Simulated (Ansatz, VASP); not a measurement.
# Two plane-wave programs on TePt2

```
Te Pt
1.0
     4.70888    0.00000    0.00000
    -2.35444    4.07801    0.00000
     0.00000    0.00000    2.94723
Te Pt
1 2
Direct
  0.00000 0.00000 0.00000
  0.33333 0.66667 0.50000
  0.66667 0.33333 0.50000
```

Alike in both runs: functional PBE; k mesh 6 × 6 × 6; occupations gaussian, width 0.1 eV; no spin polarisation.

Ansatz relaxed the structure, and its values are those at the end. VASP's run is a single point on that final structure, the one shown.

|  | VASP | Ansatz |
| --- | --- | --- |
| version | VASP 6.6.1 | Ansatz 0.2.0 |
| potentials or method | VASP PAW PBE potentials, release 64 (Te, Pt), cutoff 520 eV | scalar-relativistic, plane waves, PAW |
| valence electrons in the cell | 26 | 52 |

Ansatz gave:

| Property | Result |
| --- | --- |
| gap on the k mesh at the Fermi level (eV) | none |
| pressure (GPa) | -0.1 |

Question: Which values does VASP return?

Answer: gap on the k mesh at the Fermi level (eV): none; pressure (GPa): -0.4.

A gap of «none» marks a metal or a gap that the smearing closes. VASP's potentials hold 26 valence electrons a cell and Ansatz's 52, so a difference there can come from the potentials and not from the codes.

Neither program's run includes spin-orbit coupling.
